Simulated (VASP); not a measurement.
# Li2HfN2 (C2/m) in VASP: single point with LDA

Aim: the single point of Li2HfN2 with LDA.

Everything below comes from runs of VASP 6.6.1. Logs are shortened: lines on timing, memory, paths and dates and some standing lists are left out, and cuts for length are marked.

**1. The cell of the first run**

The structure is monoclinic, space group C2/m (No. 12). Conventional cell: a = 5.608 Å, b = 3.237 Å, c = 5.424 Å, α = 90.00°, β = 92.01°, γ = 90.00°. Li (site symmetry m) has 4 N at 2.05 to 2.15 Å and 3 Li at 2.22 to 2.28 Å within 2.7 Å. Within 2.9 Å of Hf (site symmetry 2/m) lie 6 N at 2.20 to 2.25 Å and 6 Li at 2.74 to 2.82 Å. N (site symmetry m) has 4 Li at 2.05 to 2.15 Å and 3 Hf at 2.20 to 2.25 Å within 2.7 Å.

**2. Single point, LDA (strain +0.0350 x Voigt [0, 0, 0, 1, 0, 0])**

INCAR reads:

```
SYSTEM = Li2HfN2
PREC = Accurate
ENCUT = 520
EDIFF = 1E-7
ISMEAR = 0
SIGMA = 0.05
LREAL = .FALSE.
LASPH = .TRUE.
NELM = 100
ALGO = Normal
ISIF = 2
LWAVE = .FALSE.
LCHARG = .TRUE.
GGA = CA
LELF = .TRUE.
LVHAR = .TRUE.
NBANDS = 21
```

KPOINTS reads:

```
regular mesh
0
G
  9 9 6
  0 0 0
```

POSCAR reads:

```
Li2HfN2
1.0
    3.2371209533      0.0000000000      0.0000000000
   -1.6185604767      2.8034289807      0.0490600072
    0.0000000000      0.0949129157      5.4235951800
Li Hf N
2 1 2
Direct
    0.6666666667      0.3333333333      0.3827885700
    0.3333333333      0.6666666667      0.6172114300
    0.0000000000      0.0000000000      0.0000000000
    0.6666666667      0.3333333333      0.7793848600
    0.3333333333      0.6666666667      0.2206151400
```

Potentials or basis: VASP PAW LDA potentials, release 64 (Li_sv, Hf_pv, N).

The run is started by

```bash
> cat potpaw_LDA.64/Li_sv/POTCAR potpaw_LDA.64/Hf_pv/POTCAR potpaw_LDA.64/N/POTCAR > POTCAR
> mpirun -np 1 vasp_std > vasp.out
```

OUTCAR:

```text
SYSTEM = Li2HfN2
   PREC = Accurate
   ENCUT = 520
   EDIFF = 1E-7
   ISMEAR = 0
   LREAL = .FALSE.
   LASPH = .TRUE.
   NELM = 100
   ISIF = 2
   GGA = CA

 ion  position               nearest neighbor table
   1  0.667  0.333  0.383-   5 2.05   5 2.05   5 2.09   4 2.15   2 2.22   2 2.28   2 2.28   3 2.74
                             3 2.82   3 2.82
   2  0.333  0.667  0.617-   4 2.05   4 2.05   4 2.09   5 2.15   1 2.22   1 2.28   1 2.28   3 2.74
                             3 2.82   3 2.82
   3  0.000  0.000  0.000-   4 2.20   5 2.20   4 2.20   5 2.20   4 2.25   5 2.25   2 2.74   1 2.74
                             2 2.82   1 2.82   2 2.82   1 2.82
   4  0.667  0.333  0.779-   2 2.05   2 2.05   2 2.09   1 2.15   3 2.20   3 2.20   3 2.25
   5  0.333  0.667  0.221-   1 2.05   1 2.05   1 2.09   2 2.15   3 2.20   3 2.20   3 2.25

  LATTYP: Found a base centered monoclinic cell.
 ALAT       =     5.6077164458
 B/A-ratio  =     0.5772618827
 C/A-ratio  =     0.9673145311
 COS(beta)  =    -0.0349892846

  Lattice vectors:

 A1 = (  -1.6185604766,  -2.8034289807,  -0.0490600072)
 A2 = (   1.6185604767,  -2.8034289807,  -0.0490600072)
 A3 = (   0.0000000000,   0.0949129157,   5.4235951800)

Analysis of symmetry for initial positions (statically):
=====================================================================
 Subroutine PRICEL returns:
 Original cell was already a primitive cell.

 Routine SETGRP: Setting up the symmetry group for a
 base centered monoclinic supercell.

 Subroutine GETGRP returns: Found  4 space group operations
 (whereof  4 operations were pure point group operations)
 out of a pool of  4 trial point group operations.

The static configuration has the point symmetry C_2h.

Analysis of symmetry for dynamics (positions and initial velocities):
=====================================================================
 Subroutine PRICEL returns:
 Original cell was already a primitive cell.

 Routine SETGRP: Setting up the symmetry group for a
 base centered monoclinic supercell.

 Subroutine GETGRP returns: Found  4 space group operations
 (whereof  4 operations were pure point group operations)
 out of a pool of  4 trial point group operations.

The dynamic configuration has the point symmetry C_2h.

 Subroutine INISYM returns: Found  4 space group operations
 (whereof  4 operations are pure point group operations),
[... 95 lines left out ...]
   ICHARG =      2    charge: 1-file 2-atom 10-const
   ISPIN  =      1    spin polarized calculation?
   LNONCOLLINEAR =      F non collinear calculations
   LSORBIT =      F    spin-orbit coupling
   LASPH  =      T    aspherical Exc in radial PAW
   ENCUT  =  520.0 eV  38.22 Ry    6.18 a.u.   6.02  6.02 10.09*2*pi/ulx,y,z
   NELM   =    100;   NELMIN=  2; NELMDL= -5     # of ELM steps
   EDIFF  = 0.1E-06   stopping-criterion for ELM
   LREAL  =      F    real-space projection
   EDIFFG = 0.1E-05   stopping-criterion for IOM
   NSW    =      0    number of steps for IOM
   IBRION =     -1    ionic relax: 0-MD 1-quasi-New 2-CG
   NFREE  =      0    steps in history (QN), initial steepest desc. (CG)
   ISIF   =      2    stress and relaxation
   ISYM   =      2    0-nonsym 1-usesym 2-fastsym
   POTIM  = 0.5000    time-step for ionic-motion
   TEBEG  =    0.0;   TEEND  =   0.0 temperature during run
   PSTRESS=    0.0 pullay stress
   NELECT =      26.0000    total number of electrons
   NUPDOWN=      -1.0000    fix difference up-down
   EMIN   =  10.00;   EMAX   =-10.00  energy-range for DOS
   EFERMI =   0.00;   METHOD = LEGACY
   ISMEAR =     0;   SIGMA  =   0.05  broadening in eV -4-tet -1-fermi 0-gaus
   EFERMI_NEDOS =   21; number of points for ismear=-14 and -15
   IALGO  =     38    algorithm
   IMIX   =      4    mixing-type and parameters
     AMIX     =   0.40;   BMIX     =  1.00
     AMIX_MAG =   1.60;   BMIX_MAG =  1.00
  volume/ion in A,a.u.               =       9.84        66.41
  Fermi-wavevector in a.u.,A,eV,Ry     =   1.323524  2.501097 23.833527  1.751715
  Thomas-Fermi vector in A             =   2.453125
   LORBIT       =      0    0 simple, 1 ext, 2 COOP (PROOUT), +10 PAW based schemes
   GGA     = CA    functional components
   LHFCALC =     F    Hartree Fock is set to
   AEXX    =    0.0000 exact exchange contribution
   IVDW    =     0    specifies the selected vdW correction
   LEPSILON=     F    determine dielectric tensor
   LRPA    =     F    only Hartree local field effects (RPA)
 non-spin polarized calculation
 Gauss-broadening in eV      SIGMA  =   0.05
  energy-cutoff  :      520.00
  volume of cell :       49.20
 maximum number of plane-waves:      1345
   NGX = 13   NGY = 13   NGZ = 21

 number of electron      26.0000009 magnetization

 Free energy of the ion-electron system (eV)
  ---------------------------------------------------
  ext. energy  EPLUGINS =         0.00000000
  ---------------------------------------------------
  free energy    TOTEN  =       -39.85691173 eV

  energy without entropy =      -39.85691173  energy(sigma->0) =      -39.85691173

 E-fermi :   4.6098     XC(G=0): -11.4396

 val. band max:        4.2370100023   @ k =   0.0000   0.0000   0.0000
 cond. band min:       5.9855901872   @ k =   0.4444  -0.0000   0.5000
 fundamental gap:      1.7485801849
 Fermi energy:         4.6097884697

 k-point     1 :       0.0000    0.0000    0.0000
  band No.  band energies     occupation
      1     -39.1921      2.00000
      2     -38.9780      2.00000
      3     -25.4210      2.00000
      4     -25.0234      2.00000
      5     -24.9940      2.00000
      6      -9.6337      2.00000
[... 565 lines left out ...]
     20      13.9235      0.00000
     21      14.6259      0.00000

 [... further k-points ...]
[... 5 lines left out ...]
  --------------------------------------------------------------------------------------
  -------------------------------------------------------------------------------------
  Total       -2.3331077     -1.9624799     -1.8415563      0.0000000     -1.5880115      0.0000000
  in kB      -75.9700894    -63.9017958    -59.9643126      0.0000000    -51.7084469      0.0000000
  external PRESSURE =     -66.6120659 kB  Pullay stress =       0.0000000 kB

 VOLUME and BASIS-vectors are now :
 -----------------------------------------------------------------------------
  energy-cutoff  :      520.00
  volume of cell :       49.20
      direct lattice vectors                 reciprocal lattice vectors
     3.237120953  0.000000000  0.000000000     0.308916477  0.178407648 -0.003122134
    -1.618560477  2.803428981  0.049060007     0.000000000  0.356815297 -0.006244268
     0.000000000  0.094912916  5.423595180     0.000000000 -0.003227630  0.184436026

 POSITION                                       TOTAL-FORCE (eV/Angst)
 -----------------------------------------------------------------------------------
      1.61856      0.97081      2.09244         0.000000     -0.026974     -0.075971
     -0.00000      1.92753      3.38021        -0.000000      0.026974      0.075971
      0.00000      0.00000      0.00000         0.000000     -0.000000      0.000000
      1.61856      1.00845      4.24342        -0.000000      0.259467      0.138914
     -0.00000      1.88989      1.22923         0.000000     -0.259467     -0.138914
 -----------------------------------------------------------------------------------
    total drift:                                0.000000      0.000000      0.000000

  FREE ENERGIE OF THE ION-ELECTRON SYSTEM (eV)
  ---------------------------------------------------
  free  energy   TOTEN  =       -39.8569117337 eV

  energy  without entropy=      -39.8569117337  energy(sigma->0) =      -39.85691173
```

OSZICAR:

```text
N       E                     dE             d eps       ncg     rms          rms(c)
DAV:   1     0.124006191128E+03    0.12401E+03   -0.13417E+04  5880   0.130E+03
DAV:   2    -0.339205703990E+02   -0.15793E+03   -0.15156E+03  7413   0.314E+02
DAV:   3    -0.460524103591E+02   -0.12132E+02   -0.12053E+02 10183   0.622E+01
DAV:   4    -0.464895883148E+02   -0.43718E+00   -0.43566E+00  8246   0.117E+01
DAV:   5    -0.464978705306E+02   -0.82822E-02   -0.82816E-02  8614   0.145E+00    0.546E+01
DAV:   6    -0.401352139911E+02    0.63627E+01   -0.31913E+01  6680   0.264E+01    0.478E+01
DAV:   7    -0.399272879722E+02    0.20793E+00   -0.19733E+00  7196   0.781E+00    0.323E+01
DAV:   8    -0.399034178101E+02    0.23870E-01   -0.42231E-01  7112   0.420E+00    0.125E+01
DAV:   9    -0.398568844657E+02    0.46533E-01   -0.12149E-01  6770   0.211E+00    0.331E+00
DAV:  10    -0.398570814664E+02   -0.19700E-03   -0.60721E-03  8409   0.445E-01    0.538E-01
DAV:  11    -0.398569056097E+02    0.17586E-03   -0.10897E-03  6808   0.186E-01    0.290E-01
DAV:  12    -0.398569122884E+02   -0.66787E-05   -0.51073E-05  8291   0.437E-02    0.182E-02
DAV:  13    -0.398569117892E+02    0.49919E-06   -0.76830E-06  7788   0.171E-02    0.182E-02
DAV:  14    -0.398569117337E+02    0.55486E-07   -0.41524E-07  7297   0.450E-03
   1 F= -.39856912E+02 E0= -.39856912E+02  d E =-.420030E-28
```

Wall time 42 s (1 thread of Intel Xeon 6975P-C (Granite Rapids), shared host); peak memory 0.25 GiB.

Results:

* Free energy: -39.8569 eV
* Largest force: 0.294 eV/Å
* Band gap on the k mesh: 1.75 eV, indirect (least direct gap 2.59 eV)

Forces in eV/Å, atoms in the order of the input:
```
Li   0.000 -0.027 -0.076
Li   0.000  0.027  0.076
Hf   0.000  0.000  0.000
N    0.000  0.259  0.139
N    0.000 -0.259 -0.139
```

Caveat: the cell differs from its parent crystal (strain +0.0350 x Voigt [0, 0, 0, 1, 0, 0]); the cutoff is under 1.25 times the usual one of these potentials, so pressure, stress and relaxed cells hold a basis-set (Pulay) error; spin-orbit coupling is left out, which moves the levels of the heavy elements. A k mesh can miss the band edges.
